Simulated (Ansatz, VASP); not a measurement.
## AlN: VASP beside Ansatz

```
CELL_PARAMETERS angstrom
0.00000 2.18475 2.18475
2.18475 0.00000 2.18475
2.18475 2.18475 0.00000
ATOMIC_POSITIONS crystal
Al 0.00000 0.00000 0.00000
N 0.25000 0.25000 0.25000
```

Change from the starting cell: strained cell.

Alike in both runs: functional LDA; k mesh 10 × 10 × 10; occupations gaussian, width 0.02 eV; no spin polarisation.

Ansatz relaxed the structure, and its values are those at the end. VASP's run is a single point on that final structure, the one shown.

```csv
,VASP,Ansatz
version,VASP 6.6.1,Ansatz 0.2.0
potentials or method,"VASP PAW LDA potentials, release 64 (Al, N), cutoff 520 eV","scalar-relativistic, plane waves, PAW"
valence electrons in the cell,8,8
```

VASP gave:

| Item | Value |
| --- | --- |
| gap on the k mesh at the Fermi level (eV) | 3.22 |
| least direct gap on the mesh (eV) | 4.23 |
| pressure (GPa) | -3.2 |

Question: Estimate Ansatz's values.

Answer: gap on the k mesh at the Fermi level (eV): 3.24; least direct gap on the mesh (eV): 4.22; pressure (GPa): -3.8.

Ansatz warns that its potentials were made for another functional, while VASP's fit it. LDA's correlation is that of Perdew and Zunger in VASP and of Perdew and Wang (1992) in Ansatz. Ansatz's warnings: stress scf threshold loose.
